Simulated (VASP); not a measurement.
Runs of VASP 6.6.1 on Zr. The structure is that of space group Fd-3m (No. 227), or close to it. The cells are those of the table. 

```tsv
task	cell	cutoff (eV)	gap on the mesh (eV)	pressure (GPa)
single point	a = 3.303 Å, angles 60.0°, 2 atoms	520	none	(a)
single point	a = 3.305 Å, angles 60.0°, 2 atoms	520	none	224.8
relaxation of cell and atoms	relaxed to 220 GPa from a = 3.191 Å, angles 60.0°, 2 atoms	600	none	220.0
relaxation of cell and atoms	relaxed to 220 GPa from a = 3.303 Å, angles 60.0°, 2 atoms	600	none	220.0
```

Alike in all rows: level LDA; potentials or basis VASP PAW LDA potentials, release 64 (Zr_sv); no spin polarisation; k mesh 14 × 14 × 14; smearing fermi-dirac 0.1 eV.

Q: Estimate the missing entries.

A: (a) 226.3.

Caveats: the cell is relaxed towards a set pressure, so the enthalpy falls and the energy may rise (some runs).

A k mesh can miss the band edges, and the runs leave out spin-orbit coupling on Zr.

A gap of «none» marks levels without a gap at the run's occupations.
